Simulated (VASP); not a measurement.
# Al2Au (Fm-3m) in VASP: single point with PBE

Aim: the single point of Al2Au with PBE.

Program: VASP 6.6.1. These are calculated values, not measurements. Logs are shortened: lines on timing, memory, paths and dates and some standing lists are left out, and cuts for length are marked.

### 1 The cell of the first run

It takes space group Fm-3m (No. 225, cubic). Conventional cell: a = 6.000 Å, b = 6.000 Å, c = 6.000 Å, α = 90.00°, β = 90.00°, γ = 90.00°. Within 3.4 Å of Al (site symmetry -43m) lie 4 Au at 2.60 Å and 6 Al at 3.00 Å. Au (site symmetry m-3m) has 8 Al at 2.60 Å within 3.4 Å.

### 2 Single point, PBE

The input, INCAR:

```
SYSTEM = Al2Au
PREC = Accurate
ENCUT = 520
EDIFF = 1E-7
ISMEAR = 1
SIGMA = 0.1
LREAL = .False.
LASPH = .True.
NELM = 60
ALGO = Normal
ISIF = 2
LWAVE = .False.
LCHARG = .False.
GGA = PE
NBANDS = 16
```

The input, KPOINTS:

```
regular mesh
0
Gamma
  6 6 6
  0 0 0
```

The input, POSCAR:

```
Al2Au
1.0
    0.0000000000      3.0000000000      3.0000000000
    3.0000000000      0.0000000000      3.0000000000
    3.0000000000      3.0000000000      0.0000000000
Al Au
2 1
Direct
    0.2500000000      0.2500000000      0.2500000000
    0.7500000000      0.7500000000      0.7500000000
    0.0000000000      0.0000000000      0.0000000000
```

Potentials or basis: VASP PAW PBE potentials, release 64 (Al, Au).

Command:

```sh
$ cat potpaw_PBE.64/Al/POTCAR potpaw_PBE.64/Au/POTCAR > POTCAR
$ mpirun -np 1 vasp_std > vasp.out
```

OUTCAR:

```text
SYSTEM = Al2Au
   PREC = Accurate
   ENCUT = 520
   EDIFF = 1E-7
   ISMEAR = 1
   LREAL = .False.
   LASPH = .True.
   NELM = 60
   ISIF = 2
   GGA = PE

 ion  position               nearest neighbor table
   1  0.250  0.250  0.250-   3 2.60   3 2.60   3 2.60   3 2.60   2 3.00   2 3.00   2 3.00   2 3.00
                             2 3.00   2 3.00
   2  0.750  0.750  0.750-   3 2.60   3 2.60   3 2.60   3 2.60   1 3.00   1 3.00   1 3.00   1 3.00
                             1 3.00   1 3.00
   3  0.000  0.000  0.000-   2 2.60   2 2.60   2 2.60   1 2.60   2 2.60   1 2.60   1 2.60   1 2.60

  LATTYP: Found a face centered cubic cell.
 ALAT       =     6.0000000000

  Lattice vectors:

 A1 = (   0.0000000000,   3.0000000000,   3.0000000000)
 A2 = (   3.0000000000,   0.0000000000,   3.0000000000)
 A3 = (   3.0000000000,   3.0000000000,   0.0000000000)

Analysis of symmetry for initial positions (statically):
=====================================================================
 Subroutine PRICEL returns:
 Original cell was already a primitive cell.

 Routine SETGRP: Setting up the symmetry group for a
 face centered cubic supercell.

 Subroutine GETGRP returns: Found 48 space group operations
 (whereof 48 operations were pure point group operations)
 out of a pool of 48 trial point group operations.

The static configuration has the point symmetry O_h .

Analysis of symmetry for dynamics (positions and initial velocities):
=====================================================================
 Subroutine PRICEL returns:
 Original cell was already a primitive cell.

 Routine SETGRP: Setting up the symmetry group for a
 face centered cubic supercell.

 Subroutine GETGRP returns: Found 48 space group operations
 (whereof 48 operations were pure point group operations)
 out of a pool of 48 trial point group operations.

The dynamic configuration has the point symmetry O_h .

 Subroutine INISYM returns: Found 48 space group operations
 (whereof 48 operations are pure point group operations),
 and found     1 'primitive' translations

----------------------------------------------------------------------------------------

                                     Primitive cell

  volume of cell :      54.0000

  direct lattice vectors                    reciprocal lattice vectors
     0.000000000  3.000000000  3.000000000    -0.166666667  0.166666667  0.166666667
     3.000000000  0.000000000  3.000000000     0.166666667 -0.166666667  0.166666667
     3.000000000  3.000000000  0.000000000     0.166666667  0.166666667 -0.166666667

  length of vectors
     4.242640687  4.242640687  4.242640687     0.288675135  0.288675135  0.288675135

  position of ions in fractional coordinates (direct lattice)
     0.250000000  0.250000000  0.250000000
     0.750000000  0.750000000  0.750000000
     0.000000000  0.000000000  0.000000000

  ion indices of the primitive-cell ions
   primitive index   ion index
                 1           1
                 2           2
                 3           3

----------------------------------------------------------------------------------------

 KPOINTS: regular mesh

Automatic generation of k-mesh.
 Grid dimensions read from file:
 generate k-points for:    6    6    6

 Generating k-lattice:

  Cartesian coordinates                     Fractional coordinates (reciprocal lattice)
    -0.027777778  0.027777778  0.027777778     0.166666667  0.000000000  0.000000000
     0.027777778 -0.027777778  0.027777778     0.000000000  0.166666667  0.000000000
     0.027777778  0.027777778 -0.027777778     0.000000000  0.000000000  0.166666667

  Length of vectors
     0.048112522  0.048112522  0.048112522

  Shift w.r.t. Gamma in fractional coordinates (k-lattice)
     0.000000000  0.000000000  0.000000000

 Subroutine IBZKPT returns following result:
 ===========================================

 Found     16 irreducible k-points:

 Following reciprocal coordinates:
            Coordinates               Weight
  0.000000  0.000000  0.000000      1.000000
  0.166667  0.000000  0.000000      8.000000
  0.333333  0.000000  0.000000      8.000000
  0.500000  0.000000  0.000000      4.000000
  0.166667  0.166667  0.000000      6.000000
  0.333333  0.166667  0.000000     24.000000
[... 8 lines left out ...]
 -0.333333  0.333333  0.166667     24.000000
 -0.333333  0.500000  0.166667     12.000000
   k-points           NKPTS =     16   k-points in BZ     NKDIM =     16   number of bands    NBANDS=     16
   number of dos      NEDOS =    301   number of ions     NIONS =      3
   total plane-waves  NPLWV =  32768
   dimension x,y,z NGX =    32 NGY =   32 NGZ =   32
   dimension x,y,z NGXF=    64 NGYF=   64 NGZF=   64
   ions per type =               2   1
   NGX,Y,Z   is equivalent  to a cutoff of  12.54, 12.54, 12.54 a.u.
   NGXF,Y,Z  is equivalent  to a cutoff of  25.08, 25.08, 25.08 a.u.
 SYSTEM =  Al2Au
   PREC   = accura    normal or accurate (medium, high low for compatibility)
   ISTART =      0    job   : 0-new  1-cont  2-samecut
   ICHARG =      2    charge: 1-file 2-atom 10-const
   ISPIN  =      1    spin polarized calculation?
   LNONCOLLINEAR =      F non collinear calculations
   LSORBIT =      F    spin-orbit coupling
   LASPH  =      T    aspherical Exc in radial PAW
   ENCUT  =  520.0 eV  38.22 Ry    6.18 a.u.   7.89  7.89  7.89*2*pi/ulx,y,z
   NELM   =     60;   NELMIN=  2; NELMDL= -5     # of ELM steps
   EDIFF  = 0.1E-06   stopping-criterion for ELM
   LREAL  =      F    real-space projection
   EDIFFG = 0.1E-05   stopping-criterion for IOM
   NSW    =      0    number of steps for IOM
   IBRION =     -1    ionic relax: 0-MD 1-quasi-New 2-CG
   NFREE  =      0    steps in history (QN), initial steepest desc. (CG)
   ISIF   =      2    stress and relaxation
   ISYM   =      2    0-nonsym 1-usesym 2-fastsym
   POTIM  = 0.5000    time-step for ionic-motion
   TEBEG  =    0.0;   TEEND  =   0.0 temperature during run
   PSTRESS=    0.0 pullay stress
   NELECT =      17.0000    total number of electrons
   NUPDOWN=      -1.0000    fix difference up-down
   EMIN   =  10.00;   EMAX   =-10.00  energy-range for DOS
   EFERMI =   0.00;   METHOD = LEGACY
   ISMEAR =     1;   SIGMA  =   0.10  broadening in eV -4-tet -1-fermi 0-gaus
   EFERMI_NEDOS =   21; number of points for ismear=-14 and -15
   IALGO  =     38    algorithm
   IMIX   =      4    mixing-type and parameters
     AMIX     =   0.40;   BMIX     =  1.00
     AMIX_MAG =   1.60;   BMIX_MAG =  1.00
  volume/ion in A,a.u.               =      18.00       121.47
  Fermi-wavevector in a.u.,A,eV,Ry     =   1.113679  2.104547 16.875035  1.240280
  Thomas-Fermi vector in A             =   2.250266
   LORBIT       =      0    0 simple, 1 ext, 2 COOP (PROOUT), +10 PAW based schemes
   GGA     = PE    functional components
   LHFCALC =     F    Hartree Fock is set to
   AEXX    =    0.0000 exact exchange contribution
   IVDW    =     0    specifies the selected vdW correction
   LEPSILON=     F    determine dielectric tensor
   LRPA    =     F    only Hartree local field effects (RPA)
 non-spin polarized calculation
 Methfessel and Paxton  Order N= 1 SIGMA  =   0.10
  energy-cutoff  :      520.00
  volume of cell :       54.00
 maximum number of plane-waves:      1464
   NGX = 15   NGY = 15   NGZ = 15

 number of electron      17.0000001 magnetization

 Free energy of the ion-electron system (eV)
  ---------------------------------------------------
  ext. energy  EPLUGINS =         0.00000000
  ---------------------------------------------------
  free energy    TOTEN  =       -12.00638214 eV

  energy without entropy =      -12.00471085  energy(sigma->0) =      -12.00582504

 E-fermi :   7.6683     XC(G=0): -10.5264

 val. band max:        7.6675335521   @ k =   0.3333   0.1667   0.0000
 cond. band min:       8.1547043527   @ k =   0.5000   0.0000   0.0000
 fundamental gap:      0.4871708006
 Fermi energy:         7.6683385118

 k-point     1 :       0.0000    0.0000    0.0000
  band No.  band energies     occupation
      1      -2.7564      2.00000
      2       1.1947      2.00000
      3       1.1947      2.00000
      4       1.1947      2.00000
      5       2.1517      2.00000
      6       2.1517      2.00000
[... 8 lines left out ...]
     15      13.5380      0.00000
     16      13.5380      0.00000

 k-point     2 :       0.1667    0.0000    0.0000
  band No.  band energies     occupation
      1      -2.3962      2.00000
      2       1.0871      2.00000
      3       1.2788      2.00000
      4       1.2788      2.00000
      5       2.1392      2.00000
      6       2.1392      2.00000
[... 8 lines left out ...]
     15      13.2664      0.00000
     16      13.4972      0.00000

 k-point     3 :       0.3333    0.0000    0.0000
  band No.  band energies     occupation
      1      -1.4337      2.00000
      2       0.9770      2.00000
      3       1.4055      2.00000
      4       1.4055      2.00000
      5       2.1917      2.00000
      6       2.1917      2.00000
[... 8 lines left out ...]
     15      15.1446      0.00000
     16      15.2855      0.00000

 k-point     4 :       0.5000    0.0000    0.0000
  band No.  band energies     occupation
      1      -0.7092      2.00000
      2       1.3358      2.00000
      3       1.4370      2.00000
      4       1.4370      2.00000
      5       2.2726      2.00000
      6       2.2726      2.00000
[... 8 lines left out ...]
     15      16.6389      0.00000
     16      17.6211      0.00000

 k-point     5 :       0.1667    0.1667    0.0000
  band No.  band energies     occupation
      1      -2.2709      2.00000
      2       1.0048      2.00000
      3       1.3427      2.00000
      4       1.3427      2.00000
      5       2.0195      2.00000
      6       2.2252      2.00000
[... 8 lines left out ...]
     15      14.4967      0.00000
     16      14.4967      0.00000

 k-point     6 :       0.3333    0.1667    0.0000
  band No.  band energies     occupation
      1      -1.4742      2.00000
      2       0.8416      2.00000
      3       1.4795      2.00000
      4       1.4988      2.00000
      5       1.9974      2.00000
      6       2.2898      2.00000
[... 8 lines left out ...]
     15      16.3216      0.00000
     16      16.3608      0.00000

 k-point     7 :       0.5000    0.1667    0.0000
  band No.  band energies     occupation
      1      -0.4827      2.00000
      2       0.9456      2.00000
      3       1.5121      2.00000
      4       1.5710      2.00000
      5       2.2906      2.00000
      6       2.3004      2.00000
[... 8 lines left out ...]
     15      16.9552      0.00000
     16      17.8128      0.00000

 k-point     8 :      -0.3333    0.1667    0.0000
  band No.  band energies     occupation
      1      -0.7684      2.00000
      2       0.8969      2.00000
      3       1.4842      2.00000
      4       1.5566      2.00000
      5       2.1137      2.00000
      6       2.2770      2.00000
[... 8 lines left out ...]
     15      15.0307      0.00000
     16      17.0517      0.00000

 k-point     9 :      -0.1667    0.1667    0.0000
  band No.  band energies     occupation
      1      -1.8172      2.00000
      2       0.9401      2.00000
      3       1.3959      2.00000
      4       1.4071      2.00000
      5       2.0461      2.00000
      6       2.2355      2.00000
[... 8 lines left out ...]
     15      14.6195      0.00000
     16      16.5776      0.00000

 k-point    10 :       0.3333    0.3333    0.0000
  band No.  band energies     occupation
      1      -0.8674      2.00000
      2       0.6542      2.00000
      3       1.7298      2.00000
      4       1.7298      2.00000
      5       1.7415      2.00000
      6       2.3774      2.00000
[... 8 lines left out ...]
     15      15.8743      0.00000
     16      18.0290      0.00000

 k-point    11 :       0.5000    0.3333    0.0000
  band No.  band energies     occupation
      1       0.1563      2.00000
      2       0.6185      2.00000
      3       1.4257      2.00000
      4       1.8644      2.00000
      5       2.2632      2.00000
      6       2.3632      2.00000
[... 8 lines left out ...]
     15      17.4339      0.00000
     16      18.3494      0.00000

 k-point    12 :      -0.3333    0.3333    0.0000
  band No.  band energies     occupation
      1       0.1669      2.00000
      2       0.8868      2.00000
      3       1.4876      2.00000
      4       1.8148      2.00000
      5       2.0074      2.00000
      6       2.1570      2.00000
[... 8 lines left out ...]
     15      15.9825      0.00000
     16      17.4721      0.00000

 k-point    13 :       0.5000    0.5000    0.0000
  band No.  band energies     occupation
      1       0.4914      2.00000
      2       0.7091      2.00000
      3       1.5577      2.00000
      4       2.0051      2.00000
      5       2.0051      2.00000
      6       2.4563      2.00000
[... 8 lines left out ...]
     15      18.1770      0.00000
     16      18.1784      0.00000

 k-point    14 :       0.5000    0.3333    0.1667
  band No.  band energies     occupation
      1      -0.5378      2.00000
      2       0.7205      2.00000
      3       1.4754      2.00000
      4       1.7327      2.00000
      5       2.0833      2.00000
      6       2.2961      2.00000
[... 8 lines left out ...]
     15      16.2002      0.00000
     16      17.3142      0.00000

 k-point    15 :      -0.3333    0.3333    0.1667
  band No.  band energies     occupation
      1       0.1860      2.00000
      2       0.8318      2.00000
      3       1.5136      2.00000
      4       1.8208      2.00000
      5       1.9072      2.00000
      6       2.3928      2.00000
[... 8 lines left out ...]
     15      16.4870      0.00000
     16      18.5916      0.00000

 k-point    16 :      -0.3333    0.5000    0.1667
  band No.  band energies     occupation
      1       0.6024      2.00000
      2       0.9831      2.00000
      3       1.0844      2.00000
      4       2.0043      2.00000
      5       2.0053      2.00000
      6       2.6048      2.00000
[... 8 lines left out ...]
     15      18.3699      0.00000
     16      18.8754      0.00000

------------------------ aborting loop because EDIFF is reached ----------------------------------------

  FORCE on cell =-STRESS in cart. coord.  units (eV):
  Direction    XX          YY          ZZ          XY          YZ          ZX
  --------------------------------------------------------------------------------------
  -------------------------------------------------------------------------------------
  Total        1.0462254      1.0462254      1.0462254     -0.0000000     -0.0000000      0.0000000
  in kB       31.0414567     31.0414567     31.0414567     -0.0000000     -0.0000000      0.0000000
  external PRESSURE =      31.0414567 kB  Pullay stress =       0.0000000 kB

 VOLUME and BASIS-vectors are now :
 -----------------------------------------------------------------------------
  energy-cutoff  :      520.00
  volume of cell :       54.00
      direct lattice vectors                 reciprocal lattice vectors
     0.000000000  3.000000000  3.000000000    -0.166666667  0.166666667  0.166666667
     3.000000000  0.000000000  3.000000000     0.166666667 -0.166666667  0.166666667
     3.000000000  3.000000000  0.000000000     0.166666667  0.166666667 -0.166666667

 POSITION                                       TOTAL-FORCE (eV/Angst)
 -----------------------------------------------------------------------------------
      1.50000      1.50000      1.50000        -0.000000     -0.000000     -0.000000
      4.50000      4.50000      4.50000         0.000000      0.000000      0.000000
      0.00000      0.00000      0.00000         0.000000     -0.000000      0.000000
 -----------------------------------------------------------------------------------
    total drift:                                0.000000     -0.000000      0.000000

  FREE ENERGIE OF THE ION-ELECTRON SYSTEM (eV)
  ---------------------------------------------------
  free  energy   TOTEN  =       -12.0063821430 eV

  energy  without entropy=      -12.0047108465  energy(sigma->0) =      -12.00582504
```

It took 5.2 s on 1 thread of Intel Xeon 6975P-C (Granite Rapids), shared host; peak memory 0.17 GiB.

Results:

| Quantity | Value |
| --- | --- |
| Free energy | -12.0064 eV |
| Pressure | 3.1 GPa |

Levels at points of the mesh, in eV from the Fermi level:
| k point | band 5 | band 6 | band 7 | band 8 | band 9 | band 10 | band 11 | band 12 | band 13 | band 14 |
| --- | --- | --- | --- | --- | --- | --- | --- | --- | --- | --- |
| (0.00, 0.00, 0.00) | -5.52 | -5.52 | 2.37 | 3.09 | 3.09 | 3.09 | 4.04 | 4.04 | 4.04 | 5.87 |
| (0.50, 0.00, 0.00) | -5.40 | -5.40 | -5.32 | 0.49 | 0.49 | 3.42 | 3.73 | 3.94 | 3.94 | 8.97 |
| (0.50, 0.50, 0.00) | -5.66 | -5.21 | -4.89 | -1.98 | -1.98 | 1.39 | 2.23 | 7.77 | 9.94 | 9.94 |

Caveat: spin-orbit coupling is left out, which moves the levels of the heavy elements.
